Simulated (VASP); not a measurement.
A run of VASP 6.6.1:

The input INCAR:

```
ALGO     = Normal         # electronic algorithm
EDIFF    = 1E-7           # SCF threshold, eV
ENCUT    = 520            # plane-wave cutoff, eV
GGA      = PS             # functional
ISIF     = 2              # what is computed and relaxed
ISMEAR   = -1             # smearing method
LASPH    = True           # aspherical terms in the spheres
LCHARG   = True           # write CHGCAR
LELF     = True           # ELF
LREAL    = False          # projectors in reciprocal space
LVHAR    = True         
LWAVE    = False          # write WAVECAR
NBANDS   = 16             # bands
NELM     = 80             # most SCF steps
PREC     = Accurate       # precision mode
SIGMA    = 0.05           # smearing width, eV
```

KPOINTS

```
k-points
0
Gamma
  8 8 7
```

POSCAR

```
NbTe
1.0
    3.6298762600      0.0000000000      0.0000000000
   -1.8149381300      3.1435650538      0.0000000000
    0.0000000000      0.0000000000      3.6739123223
Te Nb
1 1
Direct
    0.6666666667      0.3333333333      0.0000000000
    0.0000000000      0.0000000000      0.5000000000
```

Potentials or basis: VASP PAW PBE potentials, release 64 (Te, Nb_sv).

Launch:

```console
$ cat potpaw_PBE.64/Te/POTCAR potpaw_PBE.64/Nb_sv/POTCAR > POTCAR
$ mpirun -np 1 vasp_std > vasp.out
```

Hardware: 1 thread of Intel(R) Xeon(R) Platinum 8488C (Sapphire Rapids), on a shared host.

Q: How long does it take, and how much memory?

A: Wall time 14 s on 1 thread of Intel(R) Xeon(R) Platinum 8488C (Sapphire Rapids), on a shared host, peak memory 0.17 GiB. Counts: scf iterations 13, k points 40.
